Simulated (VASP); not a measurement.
Input of a VASP 6.6.1 run:

The input INCAR:

```
PREC     = Accurate       # precision mode
ENCUT    = 520            # plane-wave cutoff, eV
EDIFF    = 1E-6           # SCF threshold, eV
ISMEAR   = -1             # smearing method
SIGMA    = 0.15           # smearing width, eV
LREAL    = F              # projectors in reciprocal space
LASPH    = T              # aspherical terms in the spheres
NELM     = 80             # most SCF steps
ALGO     = Normal         # electronic algorithm
ISIF     = 2              # what is computed and relaxed
LWAVE    = F              # write WAVECAR
LCHARG   = F              # write CHGCAR
GGA      = PS             # functional
NBANDS   = 12             # bands
```

Contents of KPOINTS:

```
Automatic mesh
0
Gamma
  10 10 10
```

Contents of POSCAR:

```
Sc
1.0
   -1.8790000000      1.8790000000      2.3805000000
    1.8790000000     -1.8790000000      2.3805000000
    1.8790000000      1.8790000000     -2.3805000000
Sc
1
Direct
    0.0000000000      0.0000000000      0.0000000000
```

Potentials or basis: VASP PAW PBE potentials, release 64 (Sc_sv).

Launch:

```sh
$ cat potpaw_PBE.64/Sc_sv/POTCAR > POTCAR
$ mpirun -np 1 vasp_std > vasp.out
```

Problem. What does it give for the pressure?

Solution. -10.3 GPa.

Stress tensor (GPa, compression positive):
```
-10.70   0.00   0.00
  0.00 -10.70   0.00
  0.00   0.00  -9.53
```

Caveat: the PAW data sets were made with another functional, which shifts forces and pressure a little.
